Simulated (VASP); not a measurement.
Set up this calculation in VASP 6.6.1, as the native input.

| Quantity | Value |
| --- | --- |
| Task | single point |
| Functional | PBE |
| Potentials or basis | VASP PAW PBE potentials, release 64 (Al, Co, Ni) |
| Cutoff | 520 eV |
| k mesh | 14 × 14 × 4 |
| Occupations | gaussian, width 0.1 eV |
| Spin | no spin polarisation |
| Dipole correction | no |
| k mesh for the DOS | 21 × 21 × 6 |
| Occupations for the DOS | tetrahedron |
| Further INCAR settings | ALGO = Fast; EDIFF = 1e-06 |

The system is Al5Co3Ni2.

```
CELL_PARAMETERS angstrom
2.84559 0.00000 0.00000
0.00000 2.84559 0.00000
0.00000 0.00000 14.58298
ATOMIC_POSITIONS crystal
Al 0.50000 0.50000 0.00000
Al 0.50000 0.50000 0.20402
Al 0.50000 0.50000 0.40145
Al 0.50000 0.50000 0.59855
Al 0.50000 0.50000 0.79598
Co 0.00000 0.00000 0.30307
Co 0.00000 0.00000 0.69693
Co 0.00000 0.00000 0.50000
Ni 0.00000 0.00000 0.89703
Ni 0.00000 0.00000 0.10297
```

These files were run (other wordings do the same):

POSCAR

```
Al5Co3Ni2
1.0
    2.8455945577      0.0000000000      0.0000000000
    0.0000000000      2.8455945577      0.0000000000
    0.0000000000      0.0000000000     14.5829801439
Al Co Ni
5 3 2
Direct
    0.5000000000      0.5000000000      0.0000000000
    0.5000000000      0.5000000000      0.2040219354
    0.5000000000      0.5000000000      0.4014458161
    0.5000000000      0.5000000000      0.5985541839
    0.5000000000      0.5000000000      0.7959780646
    0.0000000000      0.0000000000      0.3030737440
    0.0000000000      0.0000000000      0.6969262560
    0.0000000000      0.0000000000      0.5000000000
    0.0000000000      0.0000000000      0.8970301483
    0.0000000000      0.0000000000      0.1029698517
```

INCAR.step1

```
PREC = Accurate
ENCUT = 520
EDIFF = 1E-6
ISMEAR = 0
SIGMA = 0.1
LREAL = False
LASPH = True
NELM = 60
ALGO = Fast
ISIF = 2
LWAVE = False
LCHARG = True
LMAXMIX = 4
GGA = PE
NBANDS = 42
```

KPOINTS.step1

```
Automatic mesh
0
Gamma
  14 14 4
```

INCAR.step2

```
PREC = Accurate
ENCUT = 520
EDIFF = 1E-6
ISMEAR = -5
SIGMA = 0.1
LREAL = False
LASPH = True
NELM = 60
ALGO = Fast
ISIF = 2
LWAVE = False
LCHARG = False
LMAXMIX = 4
GGA = PE
LORBIT = 11
NEDOS = 2001
ICHARG = 11
```

KPOINTS.step2

```
Automatic mesh
0
Gamma
  21 21 6
```

Potentials or basis: VASP PAW PBE potentials, release 64 (Al, Co, Ni).

Run with:

```console
$ cat potpaw_PBE.64/Al/POTCAR potpaw_PBE.64/Co/POTCAR potpaw_PBE.64/Ni/POTCAR > POTCAR
$ cp INCAR.step1 INCAR
$ cp KPOINTS.step1 KPOINTS
$ mpirun -np 1 vasp_std > vasp.out
$ cp INCAR.step2 INCAR
$ cp KPOINTS.step2 KPOINTS
$ mpirun -np 1 vasp_std > vasp.out
```

It gave:

The valence electrons inside the program's atomic spheres are Al 0.79, 0.81, 0.82 (each value once); Co 8.43, 8.44 (each value once); Ni 9.45.

Caveat: the run has no spin polarisation, though such a crystal can be magnetic.

Wall time 36 min on 1 thread of Intel Xeon 8259CL, with other jobs on the host, peak memory 1 GiB.
